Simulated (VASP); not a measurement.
# Au in VASP: notebook

Au is run at these levels: PBE; tasks: single point.

Program: VASP 6.6.1. These are calculated values, not measurements. Logs are shortened: lines on timing, memory, paths and dates and some standing lists are left out, and cuts for length are marked.

**1. The cell of the first run**

It takes space group C2/m (No. 12, monoclinic). The conventional cell has a = 4.063 Å, b = 4.214 Å, c = 2.913 Å, α = 90.00°, β = 133.68°, γ = 90.00°. Au (site symmetry 2/m) has 12 Au at 2.91 to 2.98 Å within 3.8 Å.

**2. Single point, PBE**

Contents of INCAR:

```
SYSTEM = Au
PREC = Accurate
ENCUT = 520
EDIFF = 1E-6
ISMEAR = 0
SIGMA = 0.1
LREAL = .FALSE.
LASPH = .TRUE.
NELM = 80
ALGO = Fast
ISIF = 2
LWAVE = .FALSE.
LCHARG = .TRUE.
GGA = PE
LELF = .TRUE.
LVHAR = .TRUE.
NBANDS = 18
ISYM = 0
```

Contents of KPOINTS:

```
regular mesh
0
G
  8 8 17
  0 0 0
```

Contents of POSCAR:

```
Au
1.0
    4.2143597729      0.0000000000      0.0194797378
    0.0000000000      4.2144047926      0.0000000000
   -2.0977241125      0.0000000000      2.0216660157
Au
2
Direct
    0.0000000000      0.0000000000      0.0000000000
    0.5000000000      0.5000000000      0.0000000000
```

Potentials or basis: VASP PAW PBE potentials, release 64 (Au).

On the command line:

```bash
$ cat potpaw_PBE.64/Au/POTCAR > POTCAR
$ mpirun -np 1 vasp_std > vasp.out
```

OUTCAR:

```text
SYSTEM = Au
   PREC = Accurate
   ENCUT = 520
   EDIFF = 1E-6
   ISMEAR = 0
   LREAL = .FALSE.
   LASPH = .TRUE.
   NELM = 80
   ISIF = 2
   GGA = PE
   ISYM = 0

 ion  position               nearest neighbor table
   1  0.000  0.000  0.000-   2 2.93   2 2.93   2 2.93   2 2.93   2 2.98   2 2.98   2 2.98   2 2.98

   2  0.500  0.500  0.000-   1 2.93   1 2.93   1 2.93   1 2.93   1 2.98   1 2.98   1 2.98   1 2.98

IMPORTANT INFORMATION: All symmetrisations will be switched off!
NOSYMM: (Re-)initialisation of all symmetry stuff for point group C_1.

----------------------------------------------------------------------------------------

                                     Primitive cell

  volume of cell :      36.0791

  direct lattice vectors                    reciprocal lattice vectors
     4.214359773  0.000000000  0.019479738     0.236151354  0.000000000  0.245035721
     0.000000000  4.214404793  0.000000000     0.000000000  0.237281431  0.000000000
    -2.097724112  0.000000000  2.021666016    -0.002275433  0.000000000  0.492280506

  length of vectors
     4.214404793  4.214404793  2.913345145     0.340308635  0.237281431  0.492285764

  position of ions in fractional coordinates (direct lattice)
     0.000000000  0.000000000  0.000000000
     0.500000000  0.500000000  0.000000000

  ion indices of the primitive-cell ions
   primitive index   ion index
                 1           1
                 2           2

----------------------------------------------------------------------------------------

 KPOINTS: regular mesh

Automatic generation of k-mesh.
 Grid dimensions read from file:
 generate k-points for:    8    8   17

 Generating k-lattice:

  Cartesian coordinates                     Fractional coordinates (reciprocal lattice)
     0.029518919  0.000000000  0.030629465     0.125000000  0.000000000  0.000000000
     0.000000000  0.029660179  0.000000000     0.000000000  0.125000000  0.000000000
    -0.000133849  0.000000000  0.028957677     0.000000000  0.000000000  0.058823529

  Length of vectors
     0.042538579  0.029660179  0.028957986

  Shift w.r.t. Gamma in fractional coordinates (k-lattice)
     0.000000000  0.000000000  0.000000000

 Subroutine IBZKPT returns following result:
 ===========================================

 Found    546 irreducible k-points:

 Following reciprocal coordinates:
            Coordinates               Weight
  0.000000  0.000000  0.000000      1.000000
  0.125000  0.000000 -0.000000      2.000000
  0.250000  0.000000 -0.000000      2.000000
  0.375000  0.000000 -0.000000      2.000000
  0.500000  0.000000 -0.000000      1.000000
  0.000000  0.125000  0.000000      2.000000
[... 16 lines left out ...]
  0.125000  0.375000 -0.000000      2.000000
 -0.125000  0.375000  0.000000      2.000000
 [... further k-points ...]
   k-points           NKPTS =    546   k-points in BZ     NKDIM =    546   number of bands    NBANDS=     18
   number of dos      NEDOS =    301   number of ions     NIONS =      2
   total plane-waves  NPLWV =  24576
   dimension x,y,z NGX =    32 NGY =   32 NGZ =   24
   dimension x,y,z NGXF=    64 NGYF=   64 NGZF=   48
   ions per type =               2
   NGX,Y,Z   is equivalent  to a cutoff of  12.62, 12.62, 13.70 a.u.
   NGXF,Y,Z  is equivalent  to a cutoff of  25.25, 25.25, 27.39 a.u.
 SYSTEM =  Au
   PREC   = accura    normal or accurate (medium, high low for compatibility)
   ISTART =      0    job   : 0-new  1-cont  2-samecut
   ICHARG =      2    charge: 1-file 2-atom 10-const
   ISPIN  =      1    spin polarized calculation?
   LNONCOLLINEAR =      F non collinear calculations
   LSORBIT =      F    spin-orbit coupling
   LASPH  =      T    aspherical Exc in radial PAW
   ENCUT  =  520.0 eV  38.22 Ry    6.18 a.u.   7.84  7.84  5.42*2*pi/ulx,y,z
   NELM   =     80;   NELMIN=  2; NELMDL= -5     # of ELM steps
   EDIFF  = 0.1E-05   stopping-criterion for ELM
   LREAL  =      F    real-space projection
   EDIFFG = 0.1E-04   stopping-criterion for IOM
   NSW    =      0    number of steps for IOM
   IBRION =     -1    ionic relax: 0-MD 1-quasi-New 2-CG
   NFREE  =      0    steps in history (QN), initial steepest desc. (CG)
   ISIF   =      2    stress and relaxation
   ISYM   =      0    0-nonsym 1-usesym 2-fastsym
   POTIM  = 0.5000    time-step for ionic-motion
   TEBEG  =    0.0;   TEEND  =   0.0 temperature during run
   PSTRESS=    0.0 pullay stress
   NELECT =      22.0000    total number of electrons
   NUPDOWN=      -1.0000    fix difference up-down
   EMIN   =  10.00;   EMAX   =-10.00  energy-range for DOS
   EFERMI =   0.00;   METHOD = LEGACY
   ISMEAR =     0;   SIGMA  =   0.10  broadening in eV -4-tet -1-fermi 0-gaus
   EFERMI_NEDOS =   21; number of points for ismear=-14 and -15
   IALGO  =     68    algorithm
   IMIX   =      4    mixing-type and parameters
     AMIX     =   0.40;   BMIX     =  1.00
     AMIX_MAG =   1.60;   BMIX_MAG =  1.00
  volume/ion in A,a.u.               =      18.04       121.74
  Fermi-wavevector in a.u.,A,eV,Ry     =   1.388238  2.623390 26.221219  1.927205
  Thomas-Fermi vector in A             =   2.512383
   LORBIT       =      0    0 simple, 1 ext, 2 COOP (PROOUT), +10 PAW based schemes
   GGA     = PE    functional components
   LHFCALC =     F    Hartree Fock is set to
   AEXX    =    0.0000 exact exchange contribution
   IVDW    =     0    specifies the selected vdW correction
   LEPSILON=     F    determine dielectric tensor
   LRPA    =     F    only Hartree local field effects (RPA)
 non-spin polarized calculation
 RMM-DIIS sequential band-by-band and
 Gauss-broadening in eV      SIGMA  =   0.10
  energy-cutoff  :      520.00
  volume of cell :       36.08
 maximum number of plane-waves:       990
   NGX = 15   NGY = 15   NGZ = 11

 number of electron      22.0000001 magnetization

 Free energy of the ion-electron system (eV)
  ---------------------------------------------------
  ext. energy  EPLUGINS =         0.00000000
  ---------------------------------------------------
  free energy    TOTEN  =        -6.44326361 eV

  energy without entropy =       -6.44099498  energy(sigma->0) =       -6.44212929

 E-fermi :   8.5591     XC(G=0): -12.3769

 val. band max:        8.5278341520   @ k =  -0.2500   0.3750  -0.0588
 cond. band min:       8.5619355416   @ k =   0.0000   0.2500   0.1176
 fundamental gap:      0.0341013897
 Fermi energy:         8.5590808254

 k-point     1 :       0.0000    0.0000    0.0000
  band No.  band energies     occupation
      1      -0.7138      2.00000
      2       1.9815      2.00000
      3       2.2912      2.00000
      4       4.0625      2.00000
      5       4.0649      2.00000
      6       4.3610      2.00000
[... 10 lines left out ...]
     17      25.3609      0.00000
     18      26.6012      0.00000

 k-point     2 :       0.1250    0.0000   -0.0000
  band No.  band energies     occupation
      1      -0.3722      2.00000
      2       2.1657      2.00000
      3       2.5052      2.00000
      4       4.0020      2.00000
      5       4.1914      2.00000
      6       4.4004      2.00000
[... 10 lines left out ...]
     17      24.9770      0.00000
     18      26.3735      0.00000

 k-point     3 :       0.2500    0.0000   -0.0000
  band No.  band energies     occupation
      1       0.5725      2.00000
      2       2.5154      2.00000
      3       3.1547      2.00000
      4       3.7783      2.00000
      5       4.3576      2.00000
      6       4.6462      2.00000
[... 10 lines left out ...]
     17      23.1896      0.00000
     18      25.9355      0.00000

 k-point     4 :       0.3750    0.0000   -0.0000
  band No.  band energies     occupation
      1       1.8409      2.00000
      2       2.8783      2.00000
      3       3.5953      2.00000
      4       3.7685      2.00000
      5       4.0937      2.00000
      6       4.2382      2.00000
[... 10 lines left out ...]
     17      23.5521      0.00000
     18      25.2905      0.00000

 k-point     5 :       0.5000    0.0000   -0.0000
  band No.  band energies     occupation
      1       2.8252      2.00000
      2       2.8252      2.00000
      3       3.6619      2.00000
      4       3.6619      2.00000
      5       3.9931      2.00000
      6       3.9931      2.00000
[... 10 lines left out ...]
     17      24.9025      0.00000
     18      24.9026      0.00000

 k-point     6 :       0.0000    0.1250    0.0000
  band No.  band energies     occupation
      1      -0.5451      2.00000
      2       2.0314      2.00000
      3       2.3494      2.00000
      4       3.9852      2.00000
      5       4.1437      2.00000
      6       4.4283      2.00000
[... 10 lines left out ...]
     17      25.2523      0.00000
     18      26.1439      0.00000

 k-point     7 :       0.1250    0.1250   -0.0000
  band No.  band energies     occupation
      1      -0.2129      2.00000
      2       2.2140      2.00000
      3       2.5641      2.00000
      4       3.9841      2.00000
      5       4.1992      2.00000
      6       4.4595      2.00000
[... 10 lines left out ...]
     17      24.3251      0.00000
     18      26.1371      0.00000

 k-point     8 :      -0.1250    0.1250    0.0000
  band No.  band energies     occupation
      1      -0.2129      2.00000
      2       2.2140      2.00000
      3       2.5641      2.00000
      4       3.9841      2.00000
      5       4.1992      2.00000
      6       4.4595      2.00000
[... 10 lines left out ...]
     17      24.3251      0.00000
     18      26.1360      0.00000
[... 229 lines left out ...]
     17      23.6938      0.00000
     18      24.6640      0.00000

 k-point    20 :      -0.3750    0.2500    0.0000
  band No.  band energies     occupation
      1       1.6812      2.00000
      2       2.4255      2.00000
      3       3.6775      2.00000
      4       4.1097      2.00000
      5       4.4971      2.00000
      6       4.6941      2.00000
[... 10 lines left out ...]
     17      23.6938      0.00000
     18      24.6639      0.00000

 k-point    21 :       0.5000    0.2500   -0.0000
  band No.  band energies     occupation
      1       2.1002      2.00000
      2       2.1002      2.00000
      3       3.8920      2.00000
      4       3.8920      2.00000
      5       4.5365      2.00000
      6       4.5365      2.00000
[... 10 lines left out ...]
     17      23.9986      0.00000
     18      23.9986      0.00000

 k-point    22 :       0.0000    0.3750    0.0000
  band No.  band energies     occupation
      1       0.7051      2.00000
      2       2.0812      2.00000
      3       2.7801      2.00000
      4       3.4519      2.00000
      5       4.7675      2.00000
      6       4.8308      2.00000
[... 10 lines left out ...]
     17      24.6784      0.00000
     18      24.8106      0.00000

 k-point    23 :       0.1250    0.3750   -0.0000
  band No.  band energies     occupation
      1       0.9612      2.00000
      2       2.2669      2.00000
      3       2.9805      2.00000
      4       3.5557      2.00000
      5       4.4349      2.00000
      6       4.5640      2.00000
[... 10 lines left out ...]
     17      24.5734      0.00000
     18      25.2989      0.00000

 k-point    24 :      -0.1250    0.3750    0.0000
  band No.  band energies     occupation
      1       0.9612      2.00000
      2       2.2669      2.00000
      3       2.9805      2.00000
      4       3.5557      2.00000
      5       4.4349      2.00000
      6       4.5640      2.00000
[... 10 lines left out ...]
     17      24.5733      0.00000
     18      25.2964      0.00000

 [... further k-points ...]

------------------------ aborting loop because EDIFF is reached ----------------------------------------

  FORCE on cell =-STRESS in cart. coord.  units (eV):
  Direction    XX          YY          ZZ          XY          YZ          ZX
  --------------------------------------------------------------------------------------
  -------------------------------------------------------------------------------------
  Total       -0.1508628     -0.1529737     -0.0271115     -0.0000013      0.0000014      0.0188874
  in kB       -6.6994242     -6.7931661     -1.2039505     -0.0000556      0.0000625      0.8387400
  external PRESSURE =      -4.8988469 kB  Pullay stress =       0.0000000 kB

 VOLUME and BASIS-vectors are now :
 -----------------------------------------------------------------------------
  energy-cutoff  :      520.00
  volume of cell :       36.08
      direct lattice vectors                 reciprocal lattice vectors
     4.214359773  0.000000000  0.019479738     0.236151354  0.000000000  0.245035721
     0.000000000  4.214404793  0.000000000     0.000000000  0.237281431  0.000000000
    -2.097724112  0.000000000  2.021666016    -0.002275433  0.000000000  0.492280506

 POSITION                                       TOTAL-FORCE (eV/Angst)
 -----------------------------------------------------------------------------------
      0.00000      0.00000      0.00000        -0.000000     -0.000000     -0.000000
      2.10718      2.10720      0.00974         0.000000      0.000000      0.000000
 -----------------------------------------------------------------------------------
    total drift:                               -0.000000      0.000000     -0.000000

  FREE ENERGIE OF THE ION-ELECTRON SYSTEM (eV)
  ---------------------------------------------------
  free  energy   TOTEN  =        -6.4432636090 eV

  energy  without entropy=       -6.4409949770  energy(sigma->0) =       -6.44212929
```

Wall time 2.7 min (1 thread of AMD EPYC 9R45 (Zen 5), shared host); peak memory 0.36 GiB.

What came out:

```
Free energy            : -6.4433 eV
Pressure               : -0.5 GPa
Band gap on the k mesh : zero (bands 11 and 12 overlap by 6.80 eV)
```

Stress tensor (GPa, compression positive):
```
-0.67  0.00  0.08
 0.00 -0.68  0.00
 0.08  0.00 -0.12
```

Levels at points of the mesh, in eV from the Fermi level:
| k point | band 7 | band 8 | band 9 | band 10 | band 11 | band 12 | band 13 | band 14 | band 15 | band 16 |
| --- | --- | --- | --- | --- | --- | --- | --- | --- | --- | --- |
| (0.00, 0.00, 0.00) | -3.19 | -2.88 | -1.99 | -1.78 | -1.55 | 0.98 | 5.06 | 9.90 | 10.23 | 14.60 |
| (0.50, 0.00, 0.00) | -3.49 | -3.49 | -2.99 | -2.99 | -0.32 | -0.32 | 7.96 | 7.96 | 9.66 | 9.66 |
| (0.00, 0.50, 0.00) | -3.29 | -3.29 | -3.19 | -3.19 | -2.50 | -2.50 | 14.23 | 14.23 | 14.65 | 14.65 |
| (0.50, 0.50, 0.00) | -2.02 | -2.02 | -1.89 | -1.89 | -0.73 | -0.73 | 2.72 | 2.72 | 13.98 | 13.98 |

Caveat: spin-orbit coupling is left out, which moves the levels of the heavy elements.

**3. Single point, PBE**

This run uses another cell than the first one, of 18.17 Å³/atom.

Contents of INCAR:

```
SYSTEM = Au
ALGO = Fast
EDIFF = 1E-7
ENCUT = 520
GGA = PE
ISIF = 2
ISMEAR = 0
ISYM = 0
LASPH = .True.
LCHARG = .False.
LREAL = .False.
LWAVE = .False.
NBANDS = 18
NELM = 80
PREC = Accurate
SIGMA = 0.1
```

Contents of KPOINTS:

```
k-points
0
Gamma
  8 8 17
  0 0 0
```

Contents of POSCAR:

```
Au
1.0
    4.2144047926      0.0000000000      0.0000000000
    0.0000000000      4.2144047926      0.0000000000
   -2.1072023963      0.0000000000      2.0457389996
Au
2
Direct
    0.0000000000      0.0000000000      0.0000000000
    0.5000000000      0.5000000000      0.0000000000
```

Potentials or basis: VASP PAW PBE potentials, release 64 (Au).

On the command line:

```bash
$ cat potpaw_PBE.64/Au/POTCAR > POTCAR
$ mpirun -np 1 vasp_std > vasp.out
```

It took 3.1 min on 1 thread of AMD EPYC 9R45 (Zen 5), shared host; peak memory 0.37 GiB.

It converged, with:

```yaml
Free_energy: -6.4415 eV
Pressure: -1.5 GPa
Band_gap_on_the_k_mesh: zero (bands 11 and 12 overlap by 6.73 eV)
```

Stress tensor (GPa, compression positive):
```
-1.73  0.00  0.53
 0.00 -1.56  0.00
 0.53  0.00 -1.34
```

Levels at points of the mesh, in eV from the Fermi level:
```
           k point  band 8  band 9  band 10  band 11  band 12  band 13  band 14  band 15
(0.00, 0.00, 0.00)   -2.90   -2.00    -1.76    -1.58     1.03     5.05     9.97    10.00
(0.50, 0.00, 0.00)   -3.53   -3.00    -3.00    -0.29    -0.29     7.98     7.98     9.67
(0.00, 0.50, 0.00)   -3.27   -3.20    -3.20    -2.50    -2.50    14.24    14.24    14.46
(0.50, 0.50, 0.00)   -2.01   -1.89    -1.89    -0.68    -0.68     2.73     2.73    13.97
```

Caveat: spin-orbit coupling is left out, which moves the levels of the heavy elements.
